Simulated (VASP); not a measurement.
Write the native input for VASP 6.6.1 that does the following.

```
Task                   : single point
Functional             : revPBE
Potentials or basis    : VASP PAW PBE potentials, release 64 (Ta_pv, N)
Cutoff                 : 520 eV
k mesh                 : 10 × 10 × 10
Occupations            : fermi-dirac, width 0.05 eV
Spin                   : no spin polarisation
Dipole correction      : no
Further INCAR settings : ALGO = Normal; EDIFF = 1e-06; NBANDS = 15
```

The structure of TaN lies in POSCAR:

```
TaN
1.0
    0.0000000000      2.2163430263      2.2163430263
    2.2163430263      0.0000000000      2.2163430263
    2.2163430263      2.2163430263      0.0000000000
Ta N
1 1
Direct
    0.5000000000      0.5000000000      0.5000000000
    0.0000000000      0.0000000000      0.0000000000
```

These files were run (other wordings do the same):

INCAR

```
ALGO = Normal
EDIFF = 1E-6
ENCUT = 520
GGA = RE
ISIF = 2
ISMEAR = -1
LASPH = True
LCHARG = True
LELF = True
LREAL = False
LVHAR = True
LWAVE = False
NBANDS = 15
NELM = 100
PREC = Accurate
SIGMA = 0.05
```

KPOINTS

```
k-points
0
Gamma
  10 10 10
```

Potentials or basis: VASP PAW PBE potentials, release 64 (Ta_pv, N).

Command:

```bash
$ cat potpaw_PBE.64/Ta_pv/POTCAR potpaw_PBE.64/N/POTCAR > POTCAR
$ mpirun -np 1 vasp_std > vasp.out
```

It gave:

| Property | Result |
| --- | --- |
| Pressure | 0.5 GPa |
| Band gap on the k mesh | zero (band 8 reaches 11.19 eV, above the bottom of band 9 at 7.32 eV) |

Caveat: the PAW data sets were made with another functional, which shifts forces and pressure a little; spin-orbit coupling is left out, which moves the levels of the heavy elements.

Wall time 12 s on 1 thread of Intel(R) Xeon(R) Platinum 8259CL CPU @ 2.50GHz (Skylake/Cascade Lake), on a shared host, peak memory 0.15 GiB.
